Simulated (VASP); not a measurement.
# GaSb (I-4m2) in VASP: single point with PBEsol

Aim: the single point of GaSb with PBEsol.

Program: VASP 6.6.1. These are calculated values, not measurements. Logs are shortened: lines on timing, memory, paths and dates and some standing lists are left out, and cuts for length are marked.

## 1. The cell of the first run

The structure is tetragonal, space group I-4m2 (No. 119). The conventional cell has a = 5.507 Å, b = 5.507 Å, c = 3.181 Å, α = 90.00°, β = 90.00°, γ = 90.00°. Within 3.8 Å of Ga (site symmetry -4m2) lie 8 Sb at 2.87 to 3.64 Å and 2 Ga at 3.18 Å. Sb (site symmetry -4m2) has 8 Ga at 2.87 to 3.64 Å and 2 Sb at 3.18 Å within 3.8 Å.

## 2. Single point, PBEsol

File INCAR:

```
SYSTEM = GaSb
PREC     = Accurate       ! precision mode
ENCUT    = 500            ! plane-wave cutoff, eV
EDIFF    = 1E-6           ! SCF threshold, eV
ISMEAR   = 0              ! smearing method
SIGMA    = 0.1            ! smearing width, eV
LREAL    = .False.        ! projectors in reciprocal space
LASPH    = .True.         ! aspherical terms in the spheres
NELM     = 120            ! most SCF steps
ALGO     = Normal         ! electronic algorithm
ISIF     = 2              ! what is computed and relaxed
LWAVE    = .False.        ! write WAVECAR
LCHARG   = .False.        ! write CHGCAR
GGA      = PS             ! functional
NBANDS   = 16             ! bands
GGA_COMPAT= .False.
```

File KPOINTS:

```
Automatic mesh
0
Gamma
  6 6 6
  0 0 0
```

File POSCAR:

```
GaSb
1.0
   -2.7534340000      2.7534340000      1.5907070000
    2.7534340000     -2.7534340000      1.5907070000
    2.7534340000      2.7534340000     -1.5907070000
Ga Sb
1 1
Direct
    0.2500000000      0.7500000000      0.5000000000
    0.0000000000      0.0000000000      0.0000000000
```

Potentials or basis: VASP PAW PBE potentials, release 64 (Ga_d, Sb).

Launch:

```
$ cat potpaw_PBE.64/Ga_d/POTCAR potpaw_PBE.64/Sb/POTCAR > POTCAR
$ mpirun -np 1 vasp_std > vasp.out
```

OUTCAR:

```text
SYSTEM = GaSb
   PREC = Accurate
   ENCUT = 500
   EDIFF = 1E-6
   ISMEAR = 0
   LREAL = .False.
   LASPH = .True.
   NELM = 120
   ISIF = 2
   GGA = PS

 ion  position               nearest neighbor table
   1  0.250  0.750  0.500-   2 2.87   2 2.87   2 2.87   2 2.87
   2  0.000  0.000  0.000-   1 2.87   1 2.87   1 2.87   1 2.87

  LATTYP: Found a body centered tetragonal cell.
 ALAT       =     5.5068680000
 C/A-ratio  =     0.5777174975

  Lattice vectors:

 A1 = (  -2.7534340000,   2.7534340000,   1.5907070000)
 A2 = (   2.7534340000,  -2.7534340000,   1.5907070000)
 A3 = (   2.7534340000,   2.7534340000,  -1.5907070000)

Analysis of symmetry for initial positions (statically):
=====================================================================
 Subroutine PRICEL returns:
 Original cell was already a primitive cell.

 Routine SETGRP: Setting up the symmetry group for a
 body centered tetragonal supercell.

 Subroutine GETGRP returns: Found  8 space group operations
 (whereof  8 operations were pure point group operations)
 out of a pool of 16 trial point group operations.

The static configuration has the point symmetry D_2d.

Analysis of symmetry for dynamics (positions and initial velocities):
=====================================================================
 Subroutine PRICEL returns:
 Original cell was already a primitive cell.

 Routine SETGRP: Setting up the symmetry group for a
 body centered tetragonal supercell.

 Subroutine GETGRP returns: Found  8 space group operations
 (whereof  8 operations were pure point group operations)
 out of a pool of 16 trial point group operations.

The dynamic configuration has the point symmetry D_2d.

 Subroutine INISYM returns: Found  8 space group operations
 (whereof  8 operations are pure point group operations),
 and found     1 'primitive' translations

----------------------------------------------------------------------------------------

                                     Primitive cell

  volume of cell :      48.2391

  direct lattice vectors                    reciprocal lattice vectors
    -2.753434000  2.753434000  1.590707000     0.000000000  0.181591424  0.314325643
     2.753434000 -2.753434000  1.590707000     0.181591424  0.000000000  0.314325643
     2.753434000  2.753434000 -1.590707000     0.181591424  0.181591424  0.000000000

  length of vectors
     4.206322187  4.206322187  4.206322187     0.363009717  0.363009717  0.256809054

  position of ions in fractional coordinates (direct lattice)
     0.250000000  0.750000000  0.500000000
     0.000000000  0.000000000  0.000000000

  ion indices of the primitive-cell ions
   primitive index   ion index
                 1           1
                 2           2

----------------------------------------------------------------------------------------

 KPOINTS: Automatic mesh

Automatic generation of k-mesh.
 Grid dimensions read from file:
 generate k-points for:    6    6    6

 Generating k-lattice:

  Cartesian coordinates                     Fractional coordinates (reciprocal lattice)
     0.000000000  0.030265237  0.052387607     0.166666667  0.000000000  0.000000000
     0.030265237  0.000000000  0.052387607     0.000000000  0.166666667  0.000000000
     0.030265237  0.030265237  0.000000000     0.000000000  0.000000000  0.166666667

  Length of vectors
     0.060501620  0.060501620  0.042801509

  Shift w.r.t. Gamma in fractional coordinates (k-lattice)
     0.000000000  0.000000000  0.000000000

 Subroutine IBZKPT returns following result:
 ===========================================

 Found     30 irreducible k-points:

 Following reciprocal coordinates:
            Coordinates               Weight
  0.000000  0.000000  0.000000      1.000000
  0.166667 -0.000000  0.000000      8.000000
  0.333333  0.000000  0.000000      8.000000
  0.500000  0.000000 -0.000000      4.000000
  0.166667  0.166667  0.000000      8.000000
  0.333333  0.166667  0.000000     16.000000
[... 16 lines left out ...]
 -0.333333 -0.333333  0.166667      8.000000
 -0.166667 -0.333333  0.166667      8.000000
 [... further k-points ...]
   k-points           NKPTS =     30   k-points in BZ     NKDIM =     30   number of bands    NBANDS=     16
   number of dos      NEDOS =    301   number of ions     NIONS =      2
   total plane-waves  NPLWV =  32768
   dimension x,y,z NGX =    32 NGY =   32 NGZ =   32
   dimension x,y,z NGXF=    64 NGYF=   64 NGZF=   64
   ions per type =               1   1
   NGX,Y,Z   is equivalent  to a cutoff of  12.65, 12.65, 12.65 a.u.
   NGXF,Y,Z  is equivalent  to a cutoff of  25.29, 25.29, 25.29 a.u.
 SYSTEM =  GaSb
   PREC   = accura    normal or accurate (medium, high low for compatibility)
   ISTART =      0    job   : 0-new  1-cont  2-samecut
   ICHARG =      2    charge: 1-file 2-atom 10-const
   ISPIN  =      1    spin polarized calculation?
   LNONCOLLINEAR =      F non collinear calculations
   LSORBIT =      F    spin-orbit coupling
   LASPH  =      T    aspherical Exc in radial PAW
   ENCUT  =  500.0 eV  36.75 Ry    6.06 a.u.   7.67  7.67  7.67*2*pi/ulx,y,z
   NELM   =    120;   NELMIN=  2; NELMDL= -5     # of ELM steps
   EDIFF  = 0.1E-05   stopping-criterion for ELM
   LREAL  =      F    real-space projection
   EDIFFG = 0.1E-04   stopping-criterion for IOM
   NSW    =      0    number of steps for IOM
   IBRION =     -1    ionic relax: 0-MD 1-quasi-New 2-CG
   NFREE  =      0    steps in history (QN), initial steepest desc. (CG)
   ISIF   =      2    stress and relaxation
   ISYM   =      2    0-nonsym 1-usesym 2-fastsym
   POTIM  = 0.5000    time-step for ionic-motion
   TEBEG  =    0.0;   TEEND  =   0.0 temperature during run
   PSTRESS=    0.0 pullay stress
   NELECT =      18.0000    total number of electrons
   NUPDOWN=      -1.0000    fix difference up-down
   EMIN   =  10.00;   EMAX   =-10.00  energy-range for DOS
   EFERMI =   0.00;   METHOD = LEGACY
   ISMEAR =     0;   SIGMA  =   0.10  broadening in eV -4-tet -1-fermi 0-gaus
   EFERMI_NEDOS =   21; number of points for ismear=-14 and -15
   IALGO  =     38    algorithm
   IMIX   =      4    mixing-type and parameters
     AMIX     =   0.40;   BMIX     =  1.00
     AMIX_MAG =   1.60;   BMIX_MAG =  1.00
  volume/ion in A,a.u.               =      24.12       162.77
  Fermi-wavevector in a.u.,A,eV,Ry     =   1.178598  2.227228 18.899772  1.389094
  Thomas-Fermi vector in A             =   2.314924
   LORBIT       =      0    0 simple, 1 ext, 2 COOP (PROOUT), +10 PAW based schemes
   GGA     = PS    functional components
   LHFCALC =     F    Hartree Fock is set to
   AEXX    =    0.0000 exact exchange contribution
   IVDW    =     0    specifies the selected vdW correction
   LEPSILON=     F    determine dielectric tensor
   LRPA    =     F    only Hartree local field effects (RPA)
 non-spin polarized calculation
 Gauss-broadening in eV      SIGMA  =   0.10
  energy-cutoff  :      500.00
  volume of cell :       48.24
 maximum number of plane-waves:      1253
 NGX is ok and might be reduce to    32
   NGX = 15   NGY = 15   NGZ = 15

 number of electron      17.9999994 magnetization

 Free energy of the ion-electron system (eV)
  ---------------------------------------------------
  ext. energy  EPLUGINS =         0.00000000
  ---------------------------------------------------
  free energy    TOTEN  =        -7.84208040 eV

  energy without entropy =       -7.83694062  energy(sigma->0) =       -7.83951051

 E-fermi :   6.5672     XC(G=0): -10.3599

 val. band max:        6.5195833054   @ k =   0.3333   0.1667   0.0000
 cond. band min:       6.8407361633   @ k =   0.3333   0.0000   0.0000
 fundamental gap:      0.3211528579
 Fermi energy:         6.5671995089

 k-point     1 :       0.0000    0.0000    0.0000
  band No.  band energies     occupation
      1      -8.4567      2.00000
      2      -8.3677      2.00000
      3      -8.3604      2.00000
      4      -8.3426      2.00000
      5      -8.3426      2.00000
      6      -5.5429      2.00000
[... 8 lines left out ...]
     15      16.2445      0.00000
     16      17.1099      0.00000

 k-point     2 :       0.1667   -0.0000    0.0000
  band No.  band energies     occupation
      1      -8.4238      2.00000
      2      -8.3714      2.00000
      3      -8.3591      2.00000
      4      -8.3560      2.00000
      5      -8.3523      2.00000
      6      -5.0150      2.00000
[... 8 lines left out ...]
     15      14.8384      0.00000
     16      15.8818      0.00000

 k-point     3 :       0.3333    0.0000    0.0000
  band No.  band energies     occupation
      1      -8.3946      2.00000
      2      -8.3864      2.00000
      3      -8.3737      2.00000
      4      -8.3525      2.00000
      5      -8.3417      2.00000
      6      -3.4922      2.00000
[... 8 lines left out ...]
     15      13.6870      0.00000
     16      17.0540      0.00000

 k-point     4 :       0.5000    0.0000   -0.0000
  band No.  band energies     occupation
      1      -8.4086      2.00000
      2      -8.4007      2.00000
      3      -8.3769      2.00000
      4      -8.3357      2.00000
      5      -8.3200      2.00000
      6      -1.9071      2.00000
[... 8 lines left out ...]
     15      16.7827      0.00000
     16      17.3083      0.00000
[... 324 lines left out ...]
 k-point    22 :      -0.1667    0.5000    0.1667
  band No.  band energies     occupation
      1      -8.4044      2.00000
      2      -8.3851      2.00000
      3      -8.3808      2.00000
      4      -8.3502      2.00000
      5      -8.3341      2.00000
      6      -2.3724      2.00000
[... 8 lines left out ...]
     15      17.5749      0.00000
     16      17.7544      0.00000

 k-point    23 :      -0.3333   -0.3333    0.1667
  band No.  band energies     occupation
      1      -8.4068      2.00000
      2      -8.3854      2.00000
      3      -8.3812      2.00000
      4      -8.3513      2.00000
      5      -8.3329      2.00000
      6      -2.0203      2.00000
[... 8 lines left out ...]
     15      17.2736      0.00000
     16      17.7820      0.00000

 k-point    24 :      -0.1667   -0.3333    0.1667
  band No.  band energies     occupation
      1      -8.4019      2.00000
      2      -8.3990      2.00000
      3      -8.3844      2.00000
      4      -8.3369      2.00000
      5      -8.3234      2.00000
      6      -2.1884      2.00000
[... 8 lines left out ...]
     15      16.3399      0.00000
     16      18.3236      0.00000

 [... further k-points ...]

------------------------ aborting loop because EDIFF is reached ----------------------------------------

  FORCE on cell =-STRESS in cart. coord.  units (eV):
  Direction    XX          YY          ZZ          XY          YZ          ZX
  --------------------------------------------------------------------------------------
  -------------------------------------------------------------------------------------
  Total       -0.4972372     -0.4972372     -1.4097156      0.0000000      0.0000000      0.0000000
  in kB      -16.5148528    -16.5148528    -46.8212022      0.0000000      0.0000000      0.0000000
  external PRESSURE =     -26.6169693 kB  Pullay stress =       0.0000000 kB

 VOLUME and BASIS-vectors are now :
 -----------------------------------------------------------------------------
  energy-cutoff  :      500.00
  volume of cell :       48.24
      direct lattice vectors                 reciprocal lattice vectors
    -2.753434000  2.753434000  1.590707000     0.000000000  0.181591424  0.314325643
     2.753434000 -2.753434000  1.590707000     0.181591424  0.000000000  0.314325643
     2.753434000  2.753434000 -1.590707000     0.181591424  0.181591424  0.000000000

 POSITION                                       TOTAL-FORCE (eV/Angst)
 -----------------------------------------------------------------------------------
      2.75343      0.00000      0.79535        -0.000000     -0.000000      0.000000
      0.00000      0.00000      0.00000         0.000000      0.000000     -0.000000
 -----------------------------------------------------------------------------------
    total drift:                                0.000000     -0.000000     -0.000000

  FREE ENERGIE OF THE ION-ELECTRON SYSTEM (eV)
  ---------------------------------------------------
  free  energy   TOTEN  =        -7.8420803986 eV

  energy  without entropy=       -7.8369406165  energy(sigma->0) =       -7.83951051
```

Wall time 8.8 s (1 thread of Intel Xeon Platinum 8488C (Sapphire Rapids), shared host); peak memory 0.18 GiB.

Results:

| Property | Result |
| --- | --- |
| Free energy | -7.8421 eV |
| Pressure | -2.7 GPa |
| Band gap on the k mesh | zero (bands 9 and 10 overlap by 4.82 eV) |

Stress tensor (GPa, compression positive):
```
-1.65  0.00  0.00
 0.00 -1.65  0.00
 0.00  0.00 -4.68
```

Levels at points of the mesh, in eV from the Fermi level:
```tsv
k point	band 5	band 6	band 7	band 8	band 9	band 10	band 11	band 12	band 13	band 14
(0.00, 0.00, 0.00)	-14.91	-12.11	-3.10	-2.01	-2.01	3.25	4.81	6.95	6.95	7.32
(0.50, 0.00, 0.00)	-14.89	-8.47	-5.78	-2.61	-1.63	-1.31	2.23	3.11	4.96	7.87
(0.50, 0.50, 0.00)	-14.90	-10.64	-8.18	-0.14	1.64	1.98	2.18	4.36	6.35	8.21
(0.50, 0.50, 0.50)	-14.90	-9.49	-6.07	-5.12	-5.12	3.25	4.76	10.20	10.20	12.38
```

Caveat: the k points lie up to 0.38 Å⁻¹ apart, too coarse for converged energies and pressures of a metal; the PAW data sets were made with another functional, which shifts forces and pressure a little; spin-orbit coupling is left out, which moves the levels of the heavy elements.
